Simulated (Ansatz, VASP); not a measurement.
**ZrInS3: VASP beside Ansatz**

```
CELL_PARAMETERS angstrom
3.48879 0.00000 0.00000
0.00000 3.48879 0.00000
0.00000 0.00000 10.79429
ATOMIC_POSITIONS crystal
Zr 0.50000 0.50000 0.00000
In 0.50000 0.50000 0.50000
S 0.00000 0.00000 0.13264
S 0.00000 0.00000 0.86736
S 0.00000 0.00000 0.50000
```

Alike in both runs: functional PBE; k mesh 10 × 10 × 4; occupations gaussian, width 0.1 eV; no spin polarisation.

Ansatz relaxed the structure, and its values are those at the end. VASP's run is a single point on that final structure, the one shown.

|  | VASP | Ansatz |
| --- | --- | --- |
| version | VASP 6.6.1 | Ansatz 0.2.0 |
| potentials or method | VASP PAW PBE potentials, release 64 (Zr_sv, In_d, S), cutoff 520 eV | scalar-relativistic, plane waves, PAW |
| valence electrons in the cell | 43 | 43 |

```tsv
	VASP	Ansatz	Ansatz less VASP
gap on the k mesh at the Fermi level (eV)	none	none	-
pressure (GPa)	0.0	0.0	+0.04
```

A gap of «none» marks a metal or a gap that the smearing closes. With one functional, cell and mesh, what is left measures potentials, basis and numerics.
